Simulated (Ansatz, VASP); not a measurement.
**NaCaI3: VASP beside Ansatz**

Contents of POSCAR:

```
NaCaI3
1.0
    6.3096746573      0.0000000000      0.0000000000
    0.0000000000      6.3096746573      0.0000000000
    0.0000000000      0.0000000000      6.0638489471
Na Ca I
1 1 3
Direct
    0.0000000000      0.0000000000      0.0000000000
    0.5000000000      0.5000000000      0.5000000000
    0.5000000000      0.5000000000      0.0000000000
    0.5000000000      0.0000000000      0.5000000000
    0.0000000000      0.5000000000      0.5000000000
```

Contents of INCAR.step1:

```
SYSTEM = NaCaI3
PREC = Accurate
ENCUT = 520
EDIFF = 1E-5
ISMEAR = 0
SIGMA = 0.01
LREAL = .False.
LASPH = .True.
NELM = 60
ALGO = Normal
ISIF = 2
LWAVE = .True.
NBANDS = 27
GGA = PE
```

File INCAR.step2:

```
SYSTEM = NaCaI3
PREC = Accurate
ENCUT = 520
EDIFF = 1E-6
ISMEAR = 0
SIGMA = 0.01
LREAL = .False.
LASPH = .True.
NELM = 60
ALGO = Normal
ISIF = 2
LWAVE = .False.
LCHARG = .True.
GGA = PE
LHFCALC = .True.
HFSCREEN = 0.2079
PRECFOCK = Fast
LELF = .True.
LVHAR = .True.
NBANDS = 27
ISTART = 1
```

KPOINTS

```
regular mesh
0
Gamma
  2 2 2
  0 0 0
```

Input for Ansatz:

```yaml
crystal:
  lattice:
    - [6.3096746573, 0.0, 0.0]
    - [0.0, 6.3096746573, 0.0]
    - [0.0, 0.0, 6.0638489471]
  atoms:
    - { symbol: Na, position: [0.0, 0.0, 0.0] }
    - { symbol: Ca, position: [0.5, 0.5, 0.5] }
    - { symbol: I, position: [0.5, 0.5, 0.0] }
    - { symbol: I, position: [0.5, 0.0, 0.5] }
    - { symbol: I, position: [0.0, 0.5, 0.5] }
kpoints:
  mp_grid: { grid: [2, 2, 2] }
  band_path:
    path: [[0.0, 0.0, 0.0], [0.0, 0.5, 0.0], [0.5, 0.5, 0.0], [0.5, 0.5, 0.5]]
    npoints: 1
hamiltonian:
  xc: hse06
scf:
  occupations: { method: fixed }
  n_extra_bands: 5
output:
  forces: true
  stress: true
  eigenvalues: true
```

Change from the starting cell: epitaxial_xy strain +3.0%.

Alike in both runs: task single point; functional HSE06; k mesh 2 × 2 × 2; no spin polarisation.

|  | VASP | Ansatz |
| --- | --- | --- |
| version | VASP 6.6.1 | Ansatz 0.2.0 |
| potentials or method | VASP PAW PBE potentials, release 64 (Na_pv, Ca_sv, I) | plane waves, PAW |
| plane-wave cutoff (eV) | 520 | 420 |
| occupations | gaussian, width 0.01 eV | fixed |
| valence electrons in the cell | 38 | 70 |

|  | VASP | Ansatz | Ansatz less VASP |
| --- | --- | --- | --- |
| gap on the k mesh at the Fermi level (eV) | 3.33 | 3.33 | -0.002 |
| pressure (GPa) | -0.5 | -0.5 | 0.00 |
| traceless stress, the component that is largest in VASP (GPa) | 0.72 | 0.71 | -0.010 |

VASP's potentials hold 38 valence electrons a cell and Ansatz's 70, so a difference there can come from the potentials and not from the codes. Ansatz's warnings: stress exchange threshold loose, stress scf threshold loose.

The k mesh is coarse, so the values compare programs but aren't converged. Spin-orbit coupling is off throughout.
